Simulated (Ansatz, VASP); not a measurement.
## One calculation of Mo, two programs

File INCAR:

```
SYSTEM = Mo
ALGO = Fast
EDIFF = 1E-6
ENCUT = 520
GGA = PE
ISIF = 2
ISMEAR = 0
LASPH = .TRUE.
LCHARG = .FALSE.
LREAL = .FALSE.
LWAVE = .FALSE.
NBANDS = 13
NELM = 60
PREC = Accurate
SIGMA = 0.15
```

Contents of KPOINTS:

```
k-points
0
G
  22 22 22
  0 0 0
```

The input POSCAR:

```
Mo
1.0
    0.0000000000      2.1271693918      1.8080939831
    2.1271693918      0.0000000000      1.8080939831
    2.1271693918      2.1271693918      0.0000000000
Mo
1
Direct
    0.0000000000      0.0000000000      0.0000000000
```

Input for Ansatz:

```yaml
crystal:
  lattice:
    - [0.0, 2.1271693918, 1.8080939831]
    - [2.1271693918, 0.0, 1.8080939831]
    - [2.1271693918, 2.1271693918, 0.0]
  atoms:
    - { symbol: Mo, position: [0.0, 0.0, 0.0] }
basis:
  ecutwfc: 420
kpoints:
  mp_grid: { grid: [22, 22, 22] }
hamiltonian:
  xc: pbe
scf:
  occupations: { method: gaussian, width: 0.15 }
output:
  forces: true
  stress: true
  eigenvalues: true
```

Alike in both runs: task single point; functional PBE; k mesh 22 × 22 × 22; occupations gaussian, width 0.15 eV; no spin polarisation.

```csv
,VASP,Ansatz
version,VASP 6.6.1,Ansatz 0.2.0
potentials or method,"VASP PAW PBE potentials, release 64 (Mo_sv), cutoff 520 eV","scalar-relativistic, plane waves, PAW"
valence electrons in the cell,14,14
```

|  | VASP | Ansatz | Ansatz less VASP |
| --- | --- | --- | --- |
| gap on the k mesh at the Fermi level (eV) | none | none | - |
| pressure (GPa) | -5.1 | -5.5 | -0.47 |
| traceless stress, the component that is largest in VASP (GPa) | -17.81 | -17.83 | -0.020 |

A gap of «none» marks a metal or a gap that the smearing closes.
